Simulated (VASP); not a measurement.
Set up this calculation in VASP 6.6.1, as the native input.

| Quantity | Value |
| --- | --- |
| Task | single point |
| Functional | PBE |
| Potentials or basis | VASP PAW PBE potentials, release 64 (Al, Ru_pv) |
| Cutoff | 520 eV |
| k mesh | 6 × 6 × 6 |
| Occupations | gaussian, width 0.1 eV |
| Spin | no spin polarisation |
| Dipole correction | no |
| Further INCAR settings | ALGO = Normal; EDIFF = 1e-06; NBANDS = 16 |

The structure of AlRu lies in POSCAR:

```
AlRu
1.0
    3.1476994900      0.0000000000      0.0000000000
    0.0000000000      3.1476994900      0.0000000000
    0.0000000000      0.0000000000      3.1476994900
Al Ru
1 1
Direct
    0.5000000000      0.5000000000      0.5000000000
    0.0000000000      0.0000000000      0.0000000000
```

The input as run:

INCAR

```
PREC     = Accurate       # precision mode
ENCUT    = 520            # plane-wave cutoff, eV
EDIFF    = 1E-6           # SCF threshold, eV
ISMEAR   = 0              # smearing method
SIGMA    = 0.1            # smearing width, eV
LREAL    = F              # projectors in reciprocal space
LASPH    = T              # aspherical terms in the spheres
NELM     = 80             # most SCF steps
ALGO     = Normal         # electronic algorithm
ISIF     = 2              # what is computed and relaxed
LWAVE    = F              # write WAVECAR
LCHARG   = T              # write CHGCAR
GGA      = PE             # functional
LELF     = T              # ELF
LVHAR    = T            
NBANDS   = 16             # bands
```

KPOINTS

```
Automatic mesh
0
Gamma
  6 6 6
```

Potentials or basis: VASP PAW PBE potentials, release 64 (Al, Ru_pv).

Run with:

```sh
$ cat potpaw_PBE.64/Al/POTCAR potpaw_PBE.64/Ru_pv/POTCAR > POTCAR
$ mpirun -np 1 vasp_std > vasp.out
```

It gave:

```
Pressure : -21.0 GPa
```

Wall time 4.2 s on 1 thread of Intel(R) Xeon(R) Platinum 8488C (Sapphire Rapids), on a shared host, peak memory 0.13 GiB.
